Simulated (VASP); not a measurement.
# LiTa2H2 (I4/mmm) in VASP: single point with PBE

Aim: the single point of LiTa2H2 with PBE.

Everything below comes from runs of VASP 6.6.1. Logs are shortened: lines on timing, memory, paths and dates and some standing lists are left out, and cuts for length are marked.

## 1. The cell of the first run

Symmetry: I4/mmm, No. 139, tetragonal system. The conventional cell has a = 3.590 Å, b = 3.590 Å, c = 8.244 Å, α = 90.00°, β = 90.00°, γ = 90.00°. Li (site symmetry 4/mmm) has 10 H at 2.71 to 3.18 Å and 8 Ta at 2.73 Å and 4 Li at 3.59 Å within 3.6 Å. Ta (site symmetry -4m2) has 4 H at 2.12 Å and 4 Ta at 2.54 Å and 4 Li at 2.73 Å within 2.8 Å. H (site symmetry 4mm) has 1 H at 1.88 Å and 4 Ta at 2.12 Å within 2.5 Å.

## 2. Single point, PBE

File INCAR:

```
SYSTEM = LiTa2H2
ALGO = Normal ; EDIFF = 1E-6
ENCUT = 520 ; GGA = PE
ISIF = 2 ; ISMEAR = 0
LASPH = .True. ; LCHARG = .False.
LREAL = .False. ; LWAVE = .False.
NBANDS = 22 ; NELM = 100
PREC = Accurate ; SIGMA = 0.1
```

File KPOINTS:

```
k-points
0
Gamma
  6 6 6
  0 0 0
```

File POSCAR:

```
LiTa2H2
1.0
   -1.7952101100      1.7952101100      4.1220553500
    1.7952101100     -1.7952101100      4.1220553500
    1.7952101100      1.7952101100     -4.1220553500
Li Ta H
1 2 2
Direct
    0.0000000000      0.0000000000      0.0000000000
    0.7500000000      0.2500000000      0.5000000000
    0.2500000000      0.7500000000      0.5000000000
    0.6139807100      0.6139807100      0.0000000000
    0.3860192900      0.3860192900      0.0000000000
```

Potentials or basis: VASP PAW PBE potentials, release 64 (Li_sv, Ta_pv, H).

The run is started by

```console
$ cat potpaw_PBE.64/Li_sv/POTCAR potpaw_PBE.64/Ta_pv/POTCAR potpaw_PBE.64/H/POTCAR > POTCAR
$ mpirun -np 1 vasp_std > vasp.out
```

OUTCAR:

```text
SYSTEM = LiTa2H2
   EDIFF = 1E-6
   ENCUT = 520
   GGA = PE
   ISIF = 2
   ISMEAR = 0
   LASPH = .True.
   LREAL = .False.
   NELM = 100
   PREC = Accurate

 ion  position               nearest neighbor table
   1  0.000  0.000  0.000-   2 2.73   3 2.73   2 2.73   3 2.73   2 2.73   3 2.73   2 2.73   3 2.73

   2  0.750  0.250  0.500-   4 2.12   5 2.12   5 2.12   4 2.12   3 2.54   3 2.54   3 2.54   3 2.54
                             1 2.73   1 2.73   1 2.73   1 2.73
   3  0.250  0.750  0.500-   4 2.12   5 2.12   5 2.12   4 2.12   2 2.54   2 2.54   2 2.54   2 2.54
                             1 2.73   1 2.73   1 2.73   1 2.73
   4  0.614  0.614  0.000-   2 2.12   3 2.12   3 2.12   2 2.12
   5  0.386  0.386  0.000-   2 2.12   3 2.12   3 2.12   2 2.12

  LATTYP: Found a body centered tetragonal cell.
 ALAT       =     3.5904202200
 C/A-ratio  =     2.2961408957

  Lattice vectors:

 A1 = (  -1.7952101100,   1.7952101100,   4.1220553500)
 A2 = (   1.7952101100,  -1.7952101100,   4.1220553500)
 A3 = (   1.7952101100,   1.7952101100,  -4.1220553500)

Analysis of symmetry for initial positions (statically):
=====================================================================
 Subroutine PRICEL returns:
 Original cell was already a primitive cell.

 Routine SETGRP: Setting up the symmetry group for a
 body centered tetragonal supercell.

 Subroutine GETGRP returns: Found 16 space group operations
 (whereof 16 operations were pure point group operations)
 out of a pool of 16 trial point group operations.

The static configuration has the point symmetry D_4h.

Analysis of symmetry for dynamics (positions and initial velocities):
=====================================================================
 Subroutine PRICEL returns:
 Original cell was already a primitive cell.

 Routine SETGRP: Setting up the symmetry group for a
 body centered tetragonal supercell.

 Subroutine GETGRP returns: Found 16 space group operations
 (whereof 16 operations were pure point group operations)
 out of a pool of 16 trial point group operations.

The dynamic configuration has the point symmetry D_4h.

 Subroutine INISYM returns: Found 16 space group operations
 (whereof 16 operations are pure point group operations),
 and found     1 'primitive' translations

----------------------------------------------------------------------------------------

                                     Primitive cell

  volume of cell :      53.1379

  direct lattice vectors                    reciprocal lattice vectors
    -1.795210110  1.795210110  4.122055350     0.000000000  0.278518931  0.121298711
     1.795210110 -1.795210110  4.122055350     0.278518931  0.000000000  0.121298711
     1.795210110  1.795210110 -4.122055350     0.278518931  0.278518931  0.000000000

  length of vectors
     4.841167110  4.841167110  4.841167110     0.303786392  0.303786392  0.393885249

  position of ions in fractional coordinates (direct lattice)
     0.000000000  0.000000000  0.000000000
     0.750000000  0.250000000  0.500000000
     0.250000000  0.750000000  0.500000000
     0.613980710  0.613980710  0.000000000
     0.386019290  0.386019290  0.000000000

  ion indices of the primitive-cell ions
   primitive index   ion index
                 1           1
                 2           2
                 3           3
                 4           4
                 5           5

----------------------------------------------------------------------------------------

 KPOINTS: k-points

Automatic generation of k-mesh.
 Grid dimensions read from file:
 generate k-points for:    6    6    6

 Generating k-lattice:

  Cartesian coordinates                     Fractional coordinates (reciprocal lattice)
     0.000000000  0.046419822  0.020216452     0.166666667  0.000000000  0.000000000
     0.046419822  0.000000000  0.020216452     0.000000000  0.166666667  0.000000000
     0.046419822  0.046419822  0.000000000     0.000000000  0.000000000  0.166666667

  Length of vectors
     0.050631065  0.050631065  0.065647542

  Shift w.r.t. Gamma in fractional coordinates (k-lattice)
     0.000000000  0.000000000  0.000000000

 Subroutine IBZKPT returns following result:
 ===========================================

 Found     30 irreducible k-points:

 Following reciprocal coordinates:
            Coordinates               Weight
  0.000000  0.000000  0.000000      1.000000
  0.166667 -0.000000  0.000000      8.000000
  0.333333 -0.000000  0.000000      8.000000
  0.500000 -0.000000  0.000000      4.000000
  0.166667  0.166667  0.000000      8.000000
  0.333333  0.166667  0.000000     16.000000
[... 16 lines left out ...]
 -0.333333 -0.333333  0.166667      8.000000
 -0.166667 -0.333333  0.166667      8.000000
 [... further k-points ...]
   k-points           NKPTS =     30   k-points in BZ     NKDIM =     30   number of bands    NBANDS=     22
   number of dos      NEDOS =    301   number of ions     NIONS =      5
   total plane-waves  NPLWV =  46656
   dimension x,y,z NGX =    36 NGY =   36 NGZ =   36
   dimension x,y,z NGXF=    72 NGYF=   72 NGZF=   72
   ions per type =               1   2   2
   NGX,Y,Z   is equivalent  to a cutoff of  12.36, 12.36, 12.36 a.u.
   NGXF,Y,Z  is equivalent  to a cutoff of  24.72, 24.72, 24.72 a.u.
 SYSTEM =  LiTa2H2
   PREC   = accura    normal or accurate (medium, high low for compatibility)
   ISTART =      0    job   : 0-new  1-cont  2-samecut
   ICHARG =      2    charge: 1-file 2-atom 10-const
   ISPIN  =      1    spin polarized calculation?
   LNONCOLLINEAR =      F non collinear calculations
   LSORBIT =      F    spin-orbit coupling
   LASPH  =      T    aspherical Exc in radial PAW
   ENCUT  =  520.0 eV  38.22 Ry    6.18 a.u.   9.00  9.00  9.00*2*pi/ulx,y,z
   NELM   =    100;   NELMIN=  2; NELMDL= -5     # of ELM steps
   EDIFF  = 0.1E-05   stopping-criterion for ELM
   LREAL  =      F    real-space projection
   EDIFFG = 0.1E-04   stopping-criterion for IOM
   NSW    =      0    number of steps for IOM
   IBRION =     -1    ionic relax: 0-MD 1-quasi-New 2-CG
   NFREE  =      0    steps in history (QN), initial steepest desc. (CG)
   ISIF   =      2    stress and relaxation
   ISYM   =      2    0-nonsym 1-usesym 2-fastsym
   POTIM  = 0.5000    time-step for ionic-motion
   TEBEG  =    0.0;   TEEND  =   0.0 temperature during run
   PSTRESS=    0.0 pullay stress
   NELECT =      27.0000    total number of electrons
   NUPDOWN=      -1.0000    fix difference up-down
   EMIN   =  10.00;   EMAX   =-10.00  energy-range for DOS
   EFERMI =   0.00;   METHOD = LEGACY
   ISMEAR =     0;   SIGMA  =   0.10  broadening in eV -4-tet -1-fermi 0-gaus
   EFERMI_NEDOS =   21; number of points for ismear=-14 and -15
   IALGO  =     38    algorithm
   IMIX   =      4    mixing-type and parameters
     AMIX     =   0.40;   BMIX     =  1.00
     AMIX_MAG =   1.60;   BMIX_MAG =  1.00
  volume/ion in A,a.u.               =      10.63        71.72
  Fermi-wavevector in a.u.,A,eV,Ry     =   1.306355  2.468653 23.219213  1.706564
  Thomas-Fermi vector in A             =   2.437163
   LORBIT       =      0    0 simple, 1 ext, 2 COOP (PROOUT), +10 PAW based schemes
   GGA     = PE    functional components
   LHFCALC =     F    Hartree Fock is set to
   AEXX    =    0.0000 exact exchange contribution
   IVDW    =     0    specifies the selected vdW correction
   LEPSILON=     F    determine dielectric tensor
   LRPA    =     F    only Hartree local field effects (RPA)
 non-spin polarized calculation
 Gauss-broadening in eV      SIGMA  =   0.10
  energy-cutoff  :      520.00
  volume of cell :       53.14
 maximum number of plane-waves:      1460
   NGX = 17   NGY = 17   NGZ = 17

 number of electron      27.0000001 magnetization

 Free energy of the ion-electron system (eV)
  ---------------------------------------------------
  ext. energy  EPLUGINS =         0.00000000
  ---------------------------------------------------
  free energy    TOTEN  =       -28.74902162 eV

  energy without entropy =      -28.72679447  energy(sigma->0) =      -28.73790805

 E-fermi :   4.5122     XC(G=0): -11.4187

 val. band max:        4.4958852737   @ k =   0.5000  -0.0000   0.0000
 cond. band min:       4.5343757721   @ k =  -0.1667   0.5000   0.1667
 fundamental gap:      0.0384904983
 Fermi energy:         4.5122273527

 k-point     1 :       0.0000    0.0000    0.0000
  band No.  band energies     occupation
      1     -40.1671      2.00000
      2     -30.2385      2.00000
      3     -30.2385      2.00000
      4     -29.5542      2.00000
      5     -28.9958      2.00000
      6     -28.3358      2.00000
[... 14 lines left out ...]
     21      13.7127      0.00000
     22      13.7127      0.00000

 k-point     2 :       0.1667   -0.0000    0.0000
  band No.  band energies     occupation
      1     -40.1671      2.00000
      2     -30.1455      2.00000
      3     -30.1252      2.00000
      4     -29.5157      2.00000
      5     -29.0324      2.00000
      6     -28.5055      2.00000
[... 14 lines left out ...]
     21      11.4910      0.00000
     22      12.3411      0.00000

 k-point     3 :       0.3333   -0.0000    0.0000
  band No.  band energies     occupation
      1     -40.1670      2.00000
      2     -29.8700      2.00000
      3     -29.8069      2.00000
      4     -29.4116      2.00000
      5     -29.1330      2.00000
      6     -28.9316      2.00000
[... 14 lines left out ...]
     21      11.1841      0.00000
     22      11.7649      0.00000
[... 476 lines left out ...]
 k-point    23 :      -0.3333   -0.3333    0.1667
  band No.  band energies     occupation
      1     -40.1680      2.00000
      2     -30.3310      2.00000
      3     -29.7549      2.00000
      4     -29.4912      2.00000
      5     -29.0553      2.00000
      6     -28.9603      2.00000
[... 14 lines left out ...]
     21      10.7249      0.00000
     22      13.9785      0.00000

 k-point    24 :      -0.1667   -0.3333    0.1667
  band No.  band energies     occupation
      1     -40.1679      2.00000
      2     -30.1462      2.00000
      3     -30.1260      2.00000
      4     -29.5221      2.00000
      5     -29.0271      2.00000
      6     -28.5053      2.00000
[... 14 lines left out ...]
     21      11.3757      0.00000
     22      13.9126      0.00000

 [... further k-points ...]
[... 5 lines left out ...]
  --------------------------------------------------------------------------------------
  -------------------------------------------------------------------------------------
  Total       10.5913016     10.5913016      5.0275453      0.0000000     -0.0000000      0.0000000
  in kB      319.3416301    319.3416301    151.5870819      0.0000000     -0.0000000      0.0000000
  external PRESSURE =     263.4234473 kB  Pullay stress =       0.0000000 kB

 VOLUME and BASIS-vectors are now :
 -----------------------------------------------------------------------------
  energy-cutoff  :      520.00
  volume of cell :       53.14
      direct lattice vectors                 reciprocal lattice vectors
    -1.795210110  1.795210110  4.122055350     0.000000000  0.278518931  0.121298711
     1.795210110 -1.795210110  4.122055350     0.278518931  0.000000000  0.121298711
     1.795210110  1.795210110 -4.122055350     0.278518931  0.278518931  0.000000000

 POSITION                                       TOTAL-FORCE (eV/Angst)
 -----------------------------------------------------------------------------------
      0.00000      0.00000      0.00000        -0.000000     -0.000000      0.000000
      0.00000      1.79521      2.06103        -0.000000     -0.000000      0.000000
      1.79521      0.00000      2.06103        -0.000000     -0.000000      0.000000
      0.00000      0.00000      5.06172         0.000000      0.000000      0.467876
      0.00000      0.00000      3.18239        -0.000000     -0.000000     -0.467876
 -----------------------------------------------------------------------------------
    total drift:                               -0.000000      0.000000     -0.000000

  FREE ENERGIE OF THE ION-ELECTRON SYSTEM (eV)
  ---------------------------------------------------
  free  energy   TOTEN  =       -28.7490216208 eV

  energy  without entropy=      -28.7267944739  energy(sigma->0) =      -28.73790805
```

It took 39 s on 1 thread of Intel Xeon Platinum 8375C at 2.90GHz (Ice Lake), shared host; peak memory 0.22 GiB.

Results:

- Free energy: -28.7490 eV
- Largest force: 0.468 eV/Å

Forces in eV/Å, atoms in the order of the input:
```
Li   0.000  0.000  0.000
Ta   0.000  0.000  0.000
Ta   0.000  0.000  0.000
H    0.000  0.000  0.468
H    0.000  0.000 -0.468
```

Caveat: the k points lie up to 0.41 Å⁻¹ apart; the cutoff is under 1.25 times the usual one of these potentials, so pressure, stress and relaxed cells hold a basis-set (Pulay) error; spin-orbit coupling is left out, which moves the levels of the heavy elements.
